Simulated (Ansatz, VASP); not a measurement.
# In in VASP and in Ansatz

POSCAR

```
In
1.0
   -1.8825252400      1.8825252400      1.8825252400
    1.8825252400     -1.8825252400      1.8825252400
    1.8825252400      1.8825252400     -1.8825252400
In
1
Direct
    0.0000000000      0.0000000000      0.0000000000
```

INCAR.step1

```
SYSTEM = In
PREC = Accurate
ENCUT = 600
EDIFF = 1E-5
ISMEAR = -1
SIGMA = 0.05
LREAL = .False.
LASPH = .True.
NELM = 80
ALGO = Normal
LWAVE = .True.
LCHARG = .False.
GGA = PE
NBANDS = 12
```

File INCAR.step2:

```
SYSTEM = In
PREC = Accurate
ENCUT = 600
EDIFF = 1E-6
ISMEAR = -1
SIGMA = 0.05
LREAL = .False.
LASPH = .True.
NELM = 80
ALGO = Normal
ISIF = 3
LWAVE = .False.
LCHARG = .False.
GGA = PE
LHFCALC = .True.
AEXX = 0.25
HFSCREEN = 0.3
PRECFOCK = Normal
IBRION = 2
NSW = 60
EDIFFG = -0.01
ISTART = 1
```

Contents of KPOINTS:

```
Automatic mesh
0
Gamma
  5 5 5
  0 0 0
```

input

```
crystal:
  lattice:
    - [-1.88252524, 1.88252524, 1.88252524]
    - [1.88252524, -1.88252524, 1.88252524]
    - [1.88252524, 1.88252524, -1.88252524]
  atoms:
    - { symbol: In, position: [0.0, 0.0, 0.0] }
hamiltonian:
  xc: { exchange: pbe, correlation: pbe, exx: { coeff: 0.25, omega: 0.3 } }
  pseudopotentials: { kind: paw }
kpoints:
  mp_grid: { grid: [5, 5, 5] }
scf:
  occupations: { method: fermi_dirac, width: 0.05 }
output:
  forces: true
  stress: true
  eigenvalues: true
relax:
  f_tol: 0.01
  max_steps: 40
  cell: { stress_tol: 0.05 }
```

Alike in both runs: task relaxation of cell and atoms; functional PBE-based screened hybrid; k mesh 5 × 5 × 5; occupations fermi-dirac, width 0.05 eV; no spin polarisation.

|  | VASP | Ansatz |
| --- | --- | --- |
| version | VASP 6.6.1 | Ansatz 0.2.0 |
| potentials or method | VASP PAW PBE potentials, release 64 (In_d) | Ansatz PAW |
| plane-wave cutoff (eV) | 600 | 420 |
| valence electrons in the cell | 13 | 13 |

|  | VASP | Ansatz | Ansatz less VASP |
| --- | --- | --- | --- |
| gap on the k mesh at the Fermi level, each at its own relaxed structure (eV) | none | none | - |
| relaxed volume (Å³/atom) | 26.63 | 26.60 | -0.028 |
| relaxed cell length with the largest relative difference (Å) | 3.258 | 3.257 | -0.0011 |

VASP's potentials were made for PBE, not for PBE-based screened hybrid. A gap of «none» marks a metal or a gap that the smearing closes.

The k mesh is coarse, so the values compare programs but aren't converged. Noted on Ansatz's run: the plane-wave basis is chosen anew once the cell has moved, so the energies of steps on either side of that aren't comparable.
